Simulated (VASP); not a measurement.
Runs of VASP 6.6.1 on ZnS. The structure is that of space group F-43m (No. 216), or close to it. The cells are those of the table. 

```csv
task,level,cell,cutoff (eV),gap on the mesh (eV),pressure (GPa),relaxed volume (Å³/atom)
single point,PBE+D3(BJ),"a = 3.801 Å, angles 60.0°, 2 atoms",520,2.18,0.2,-
single point,PBE,"a = 3.849 Å, angles 60.0°, 2 atoms",520,2.02,0.2,-
relaxation of cell and atoms,r2SCAN,"relaxed from a = 3.821 Å, angles 60.0°, 2 atoms",600,2.71,0.0,19.58
single point,PBEsol,"a = 3.787 Å, angles 60.0°, 2 atoms",520,2.09,0.2,-
relaxation of cell and atoms,PBE,"relaxed from a = 3.821 Å, angles 60.0°, 2 atoms",600,(a),0.0,20.21
relaxation of cell and atoms,PBE+D3(BJ),"relaxed from a = 3.821 Å, angles 60.0°, 2 atoms",600,2.17,0.0,(c)
relaxation of cell and atoms,PBEsol,"relaxed from a = 3.821 Å, angles 60.0°, 2 atoms",600,2.08,0.1,(b)
single point,r2SCAN,"a = 3.811 Å, angles 60.0°, 2 atoms",520,2.71,0.0,-
```

Alike in all rows: potentials or basis VASP PAW PBE potentials, release 64 (Zn, S); no spin polarisation; k mesh 6 × 6 × 6; smearing fermi-dirac 0.05 eV.

Task: Estimate the missing entries.

Result: (a) 2.01; (b) 19.26; (c) 19.46.

Caveats: the PAW data sets were made with another functional, which shifts forces and pressure a little (some runs).

